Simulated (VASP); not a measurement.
# Ni (R-3m) in VASP: single point with r2SCAN

Aim: the single point of Ni with r2SCAN.

Program: VASP 6.6.1. These are calculated values, not measurements. Logs are shortened: lines on timing, memory, paths and dates and some standing lists are left out, and cuts for length are marked.

**1. The cell of the first run**

Symmetry: R-3m, No. 166, trigonal system. The conventional cell has a = 2.313 Å, b = 2.313 Å, c = 6.486 Å, α = 90.00°, β = 90.00°, γ = 120.00°. Within 3.1 Å of Ni (site symmetry -3m) lie 12 Ni at 2.31 to 2.54 Å.

**2. Single point, r2SCAN, collinear spin, ferromagnetic start**

POSCAR reads:

```
Ni
1.0
    4.0065530061      0.0000000000      0.0000000000
   -2.0032765031      3.4697766849      0.0000000000
   -1.3355176687      0.0000000000      2.1621136183
Ni
3
Direct
    0.3333333333      0.6666666667      0.0000000000
    0.0000000000      0.0000000000      0.0000000000
    0.6666666667      0.3333333333      0.0000000000
```

INCAR.step1 reads:

```
SYSTEM = Ni
PREC = Accurate
ENCUT = 520
ISMEAR = 0
SIGMA = 0.1
LREAL = .False.
LASPH = .True.
NELM = 150
ISPIN = 2
MAGMOM = 0.9 0.9 0.9
LMAXMIX = 4
NBANDS = 26
GGA = PE
ALGO = Normal
EDIFF = 1E-4
LWAVE = .True.
LCHARG = .False.
```

INCAR.step2 reads:

```
SYSTEM = Ni
PREC = Accurate
ENCUT = 520
EDIFF = 1E-6
ISMEAR = 0
SIGMA = 0.1
LREAL = .False.
LASPH = .True.
NELM = 150
ALGO = Normal
ISIF = 2
LWAVE = .False.
LCHARG = .False.
ISPIN = 2
MAGMOM = 0.9 0.9 0.9
LORBIT = 11
LMAXMIX = 4
METAGGA = R2SCAN
LMIXTAU = .True.
NBANDS = 26
ISTART = 1
```

KPOINTS reads:

```
Automatic mesh
0
Gamma
  9 9 16
  0 0 0
```

Potentials or basis: VASP PAW PBE potentials, release 64 (Ni).

Launch:

```bash
cat potpaw_PBE.64/Ni/POTCAR > POTCAR
cp INCAR.step1 INCAR
mpirun -np 1 vasp_std > vasp.out
cp INCAR.step2 INCAR
mpirun -np 1 vasp_std > vasp.out
```

OUTCAR:

```text
SYSTEM = Ni
   PREC = Accurate
   ENCUT = 520
   EDIFF = 1E-6
   ISMEAR = 0
   LREAL = .False.
   LASPH = .True.
   NELM = 150
   ISIF = 2
   ISPIN = 2
   LORBIT = 11
   METAGGA = R2SCAN
   ISTART = 1

 ion  position               nearest neighbor table
   1  0.333  0.667  0.000-   3 2.31   3 2.31   2 2.31   2 2.31   2 2.31   3 2.31   2 2.54   2 2.54
                             3 2.54   3 2.54
   2  0.000  0.000  0.000-   1 2.31   3 2.31   3 2.31   1 2.31   3 2.31   1 2.31   1 2.54   3 2.54
                             3 2.54   1 2.54
   3  0.667  0.333  0.000-   1 2.31   1 2.31   2 2.31   2 2.31   2 2.31   1 2.31   2 2.54   1 2.54
                             2 2.54   1 2.54

  LATTYP: Found a base centered monoclinic cell.
 ALAT       =     4.0065530061
 B/A-ratio  =     1.7320508076
 C/A-ratio  =     0.6342926104
 COS(beta)  =    -0.5255198120

  Lattice vectors:

 A1 = (   2.0032765031,  -3.4697766849,   0.0000000000)
 A2 = (   2.0032765030,   3.4697766849,   0.0000000000)
 A3 = (  -1.3355176687,   0.0000000000,   2.1621136183)

Analysis of symmetry for initial positions (statically):
=====================================================================
 Subroutine PRICEL returns following result:

  LATTYP: Found a trigonal (rhomboedric) cell.
 ALAT       =     2.5413269648
 COS(alpha) =     0.5857433909
[... 12 lines left out ...]
 Subroutine GETGRP returns: Found  4 space group operations
 (whereof  4 operations were pure point group operations)
 out of a pool of  4 trial point group operations.

The static configuration has the point symmetry C_2h.

Analysis of symmetry for dynamics (positions and initial velocities):
=====================================================================
 Subroutine PRICEL returns following result:

  LATTYP: Found a trigonal (rhomboedric) cell.
 ALAT       =     2.5413269648
 COS(alpha) =     0.5857433909
[... 12 lines left out ...]
 Subroutine GETGRP returns: Found  4 space group operations
 (whereof  4 operations were pure point group operations)
 out of a pool of  4 trial point group operations.

The dynamic configuration has the point symmetry C_2h.

Analysis of structural, dynamic, and magnetic symmetry:
=====================================================================
 Subroutine PRICEL returns following result:

  LATTYP: Found a trigonal (rhomboedric) cell.
 ALAT       =     2.5413269648
 COS(alpha) =     0.5857433909
[... 12 lines left out ...]
 Subroutine GETGRP returns: Found  4 space group operations
 (whereof  4 operations were pure point group operations)
 out of a pool of  4 trial point group operations.
[... 123 lines left out ...]
   LORBIT       =     11    0 simple, 1 ext, 2 COOP (PROOUT), +10 PAW based schemes
   METAGGA = R2SCAN    functional components
   LHFCALC =     F    Hartree Fock is set to
   AEXX    =    0.0000 exact exchange contribution
   IVDW    =     0    specifies the selected vdW correction
   LEPSILON=     F    determine dielectric tensor
   LRPA    =     F    only Hartree local field effects (RPA)
 spin polarized calculation
 Gauss-broadening in eV      SIGMA  =   0.10
  energy-cutoff  :      520.00
  volume of cell :       30.06
 maximum number of plane-waves:       823
 NGX is ok and might be reduce to    30
   NGX = 15   NGY = 15   NGZ =  9

 number of electron      30.0000018 magnetization       2.0484143

 Free energy of the ion-electron system (eV)
  ---------------------------------------------------
  ext. energy  EPLUGINS =         0.00000000
  ---------------------------------------------------
  free energy    TOTEN  =       -35.38236946 eV

  energy without entropy =      -35.36344893  energy(sigma->0) =      -35.37290919

 E-fermi :  10.4837     XC(G=0): -14.9290

 val. band max:       10.4831262444   @ k =   0.1111   0.3333   0.0000
 cond. band min:      10.4844317753   @ k =   0.1111   0.0000   0.0000
 fundamental gap:      0.0013055309
 Fermi energy:        10.4836532121

 spin component 1

 k-point     1 :       0.0000    0.0000    0.0000
  band No.  band energies     occupation
      1       0.5398      1.00000
      2       6.3491      1.00000
      3       6.3491      1.00000
      4       6.4670      1.00000
      5       6.4670      1.00000
      6       6.7479      1.00000
[... 685 lines left out ...]
     25      31.3813      0.00000
     26      31.4894      0.00000

 [... further k-points ...]

 spin component 2

 k-point     1 :       0.0000    0.0000    0.0000
  band No.  band energies     occupation
      1       0.3055      1.00000
      2       6.9132      1.00000
      3       6.9132      1.00000
      4       7.2201      1.00000
      5       7.2201      1.00000
      6       8.0107      1.00000
[... 685 lines left out ...]
     25      31.5923      0.00000
     26      31.6466      0.00000

 [... further k-points ...]

------------------------ aborting loop because EDIFF is reached ----------------------------------------

  FORCE on cell =-STRESS in cart. coord.  units (eV):
  Direction    XX          YY          ZZ          XY          YZ          ZX
  --------------------------------------------------------------------------------------
  -------------------------------------------------------------------------------------
  Total        6.3726421      6.3735056     -2.6706554     -0.0000000      0.0000000      0.0044476
  in kB      339.6871974    339.7332283   -142.3565691     -0.0000000      0.0000000      0.2370736
  external PRESSURE =     179.0212855 kB  Pullay stress =       0.0000000 kB

 VOLUME and BASIS-vectors are now :
 -----------------------------------------------------------------------------
  energy-cutoff  :      520.00
  volume of cell :       30.06
      direct lattice vectors                 reciprocal lattice vectors
     4.006553006  0.000000000  0.000000000     0.249591107  0.144101493  0.154170128
    -2.003276503  3.469776685  0.000000000     0.000000000  0.288202986  0.000000000
    -1.335517669  0.000000000  2.162113618     0.000000000  0.000000000  0.462510384

 POSITION                                       TOTAL-FORCE (eV/Angst)
 -----------------------------------------------------------------------------------
     -0.00000      2.31318      0.00000         0.000000     -0.000000      0.000000
      0.00000      0.00000      0.00000        -0.000000     -0.000000      0.000000
      2.00328      1.15659      0.00000        -0.000000      0.000000     -0.000000
 -----------------------------------------------------------------------------------
    total drift:                               -0.000000      0.000000      0.000000

  FREE ENERGIE OF THE ION-ELECTRON SYSTEM (eV)
  ---------------------------------------------------
  free  energy   TOTEN  =       -35.3823694556 eV

  energy  without entropy=      -35.3634489336  energy(sigma->0) =      -35.37290919

 total charge

# of ion       s       p       d       tot
------------------------------------------
    1        0.560   0.602   8.379   9.540
    2        0.560   0.602   8.379   9.540
    3        0.560   0.602   8.379   9.540
--------------------------------------------------
tot          1.680   1.805  25.136  28.621

 magnetization (x)

# of ion       s       p       d       tot
------------------------------------------
    1       -0.010  -0.045   0.746   0.691
    2       -0.010  -0.045   0.746   0.691
    3       -0.010  -0.045   0.746   0.691
--------------------------------------------------
tot         -0.030  -0.134   2.238   2.074
```

OUTCAR.step1:

```text
SYSTEM = Ni
   PREC = Accurate
   ENCUT = 520
   ISMEAR = 0
   LREAL = .False.
   LASPH = .True.
   NELM = 150
[... 1672 lines left out ...]
     -0.00000      2.31318      0.00000         0.000000     -0.000000      0.000000
      0.00000      0.00000      0.00000        -0.000000     -0.000000      0.000000
      2.00328      1.15659      0.00000        -0.000000      0.000000     -0.000000
 -----------------------------------------------------------------------------------
    total drift:                               -0.000000      0.000000      0.000000

  FREE ENERGIE OF THE ION-ELECTRON SYSTEM (eV)
  ---------------------------------------------------
  free  energy   TOTEN  =       -15.8629729146 eV

  energy  without entropy=      -15.8374610341  energy(sigma->0) =      -15.85021697
```

Run time: 44 min. Hardware: 1 thread of Oxide Virtual Turin-like, shared host; peak memory 0.43 GiB.

What came out:

* Free energy: -35.3824 eV
* Pressure: 17.9 GPa
* Net moment: 2.05 μB per cell
* Site moments: Ni +0.69 μB
* Valence electrons inside the program's atomic spheres: Ni 9.54

Caveat: the stress differs along the axes, from -14 to 34 GPa; the PAW data sets were made with another functional, which shifts forces and pressure a little.
